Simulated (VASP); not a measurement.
# WF2: single point with PBE

The system is WF2.

```
CELL_PARAMETERS angstrom
5.87852 0.00000 0.00000
0.00000 5.87852 0.00000
0.00000 0.00000 2.47696
ATOMIC_POSITIONS crystal
W 0.00000 0.00000 0.00000
W 0.50000 0.50000 0.50000
F 0.24635 0.24635 0.00000
F 0.75365 0.75365 0.00000
F 0.74635 0.25365 0.50000
F 0.25365 0.74635 0.50000
```

```
Program             : VASP 6.6.1
Task                : single point
Functional          : PBE
Potentials or basis : VASP PAW PBE potentials, release 64 (W_sv, F)
Cutoff              : 520 eV
k mesh              : 6 × 6 × 14
Occupations         : gaussian, width 0.1 eV
Spin                : collinear spin
Starting moments    : [0.76, 0.76, 0.06, 0.06, 0.06, 0.06] μB
Fixed moment        : 3 μB
```

The pressure is 4.7 GPa and the largest force is 0.623 eV/Å. The net moment is 3.00 μB per cell and the site moments are W +1.18; F +0.04 μB. The valence electrons inside the program's atomic spheres are W 11.94; F 6.08.

Forces in eV/Å, atoms in the order of the input:
```
W    0.000  0.000  0.000
W    0.000  0.000  0.000
F    0.441  0.441  0.000
F   -0.441 -0.441  0.000
F    0.441 -0.441  0.000
F   -0.441  0.441  0.000
```

Stress tensor (GPa, compression positive):
```
 0.62  0.00  0.00
 0.00  0.62  0.00
 0.00  0.00 12.86
```

It took 8 min on 1 thread of Oxide Virtual Turin-like Processor, on a shared host, peak memory 0.46 GiB.

Caveat: the moment is held away from its start; the stress differs along the axes, from 1 to 13 GPa; the total moment is fixed, so each spin has its own Fermi level and the state may be an excited one.
